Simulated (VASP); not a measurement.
Runs of VASP 6.6.1 on AlNi. The structure is that of space group P4/mmm (No. 123), or close to it. The cells are those of the table. 

| cell | further INCAR settings | gap on the mesh (eV) | pressure (GPa) |
| --- | --- | --- | --- |
| a = 3.238, b = 3.238, c = 2.862 Å, 2 atoms | ALGO = Fast; EDIFF = 1e-07; NBANDS = 14 | none | -24.0 |
| a = 3.184, b = 3.184, c = 2.862 Å, 2 atoms | ALGO = Fast; EDIFF = 1e-06; NBANDS = 14 | none | -22.8 |
| a = 2.540, b = 2.540, c = 2.862 Å, 2 atoms | ALGO = Fast; EDIFF = 1e-06; NBANDS = 14 | none | (b) |
| a = 2.433, b = 2.433, c = 2.862 Å, 2 atoms | ALGO = Fast; EDIFF = 1e-06; NBANDS = 14 | none | 115.7 |
| a = 3.291, b = 3.291, c = 2.862 Å, 2 atoms | ALGO = Fast; EDIFF = 1e-06; NBANDS = 14 | none | (a) |

Alike in all rows: task single point; level PBEsol; potentials or basis VASP PAW PBE potentials, release 64 (Al, Ni); no spin polarisation; k mesh 20 × 20 × 20; cutoff (eV) 520; smearing gaussian 0.15 eV.

Problem. Fill in the values left out.

Solution. (a) -25.3; (b) 70.5.

Caveats: the PAW data sets were made with another functional, which shifts forces and pressure a little.

A gap of «none» marks levels without a gap at the run's occupations.
